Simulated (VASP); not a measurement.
A run of VASP 6.6.1 is set up as follows.

The input POSCAR:

```
HPbNO4
1.0
    3.8570700000      0.0017800000     -0.0365800000
    0.1735300000      4.3343600000     -0.0164700000
    0.7580300000      0.8387300000      5.8766200000
H Pb N O
1 1 1 4
Direct
    0.6151100000      0.8955900000      0.1984400000
    0.6459700000      0.4465100000      0.9168500000
    0.7147400000      0.2381000000      0.5005800000
    0.1695800000      0.4700700000      0.7776800000
    0.6291900000      0.9704500000      0.4984500000
    0.5642400000      0.9258300000      0.0384900000
    0.7802200000      0.4225000000      0.3195100000
```

INCAR.step1

```
SYSTEM = HPbNO4
PREC = Accurate
ENCUT = 520
EDIFF = 1E-5
ISMEAR = -1
SIGMA = 0.05
LREAL = .FALSE.
LASPH = .TRUE.
NELM = 100
ALGO = Normal
ISIF = 2
LWAVE = .TRUE.
LCHARG = .FALSE.
GGA = PE
NBANDS = 31
LUSENCCL = .FALSE.
```

INCAR.step2

```
SYSTEM = HPbNO4
PREC = Accurate
ENCUT = 520
EDIFF = 1E-6
ISMEAR = -1
SIGMA = 0.05
LREAL = .FALSE.
LASPH = .TRUE.
NELM = 100
ALGO = Normal
ISIF = 2
LWAVE = .FALSE.
LCHARG = .FALSE.
METAGGA = R2SCAN
LHFCALC = .TRUE.
AEXX = 0.1
LMIXTAU = .TRUE.
PRECFOCK = Fast
ISTART = 1
NBANDS = 31
LUSENCCL = .FALSE.
```

The input KPOINTS:

```
regular mesh
0
G
  3 3 2
  0 0 0
```

Potentials or basis: VASP PAW PBE potentials, release 64 (H, Pb_d, N, O).

Launch:

```console
$ cat potpaw_PBE.64/H/POTCAR potpaw_PBE.64/Pb_d/POTCAR potpaw_PBE.64/N/POTCAR potpaw_PBE.64/O/POTCAR > POTCAR
$ cp INCAR.step1 INCAR
$ mpirun -np 1 vasp_std > vasp.out
$ cp INCAR.step2 INCAR
$ mpirun -np 1 vasp_std > vasp.out
```

Problem. What does it give for the pressure?

Solution. -5.2 GPa.

Problem. What does it give for the band gap on the k mesh?

Solution. 0.79 eV, indirect (least direct gap 0.88 eV).

Stress tensor (GPa, compression positive):
```
-4.85 -0.32 -0.30
-0.32 -5.29  0.27
-0.30  0.27 -5.37
```

Caveat: the k points lie up to 0.55 Å⁻¹ apart; the standard files for N, O and F lose accuracy on very short bonds; the PAW data sets were made with another functional, which shifts forces and pressure a little; spin-orbit coupling is left out, which moves the levels of the heavy elements. A k mesh can miss the band edges.
